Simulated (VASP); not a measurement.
Input of a VASP 6.6.1 run:

Contents of INCAR:

```
SYSTEM = La3Hf2C4
ALGO = Normal
EDIFF = 1E-7
ENCUT = 520
GGA = PE
ISIF = 2
ISMEAR = 0
LASPH = .TRUE.
LCHARG = .FALSE.
LREAL = .FALSE.
LWAVE = .FALSE.
NBANDS = 44
NELM = 60
PREC = Accurate
SIGMA = 0.1
```

The input KPOINTS:

```
k-points
0
G
  3 3 4
  0 0 0
```

Contents of POSCAR:

```
La3Hf2C4
1.0
    7.3742148134      0.0000000000      0.0000000000
   -3.6871074067      6.3862573613      0.0000000000
    0.0000000000      0.0000000000      5.4517636849
La Hf C
3 2 4
Direct
    0.3333333333      0.6666666667      0.0000000000
    0.6666666667      0.3333333333      0.0000000000
    0.0000000000      0.0000000000      0.0000000000
    0.3333333333      0.6666666667      0.5000000000
    0.6666666667      0.3333333333      0.5000000000
    0.5000000000      0.0000000000      0.0000000000
    0.0000000000      0.5000000000      0.0000000000
    0.5000000000      0.5000000000      0.0000000000
    0.0000000000      0.0000000000      0.5000000000
```

Potentials or basis: VASP PAW PBE potentials, release 64 (La, Hf_pv, C).

Run with:

```bash
$ cat potpaw_PBE.64/La/POTCAR potpaw_PBE.64/Hf_pv/POTCAR potpaw_PBE.64/C/POTCAR > POTCAR
$ mpirun -np 1 vasp_std > vasp.out
```

Q: Estimate the pressure.

A: -0.1 GPa.

Q: Estimate the band gap on the k mesh.

A: Zero (an odd number of electrons rules out a gap without spin polarisation).

Stress tensor (GPa, compression positive):
```
 0.00  0.00  0.00
 0.00  0.00  0.00
 0.00  0.00 -0.19
```

Caveat: spin-orbit coupling is left out, which moves the levels of the heavy elements.
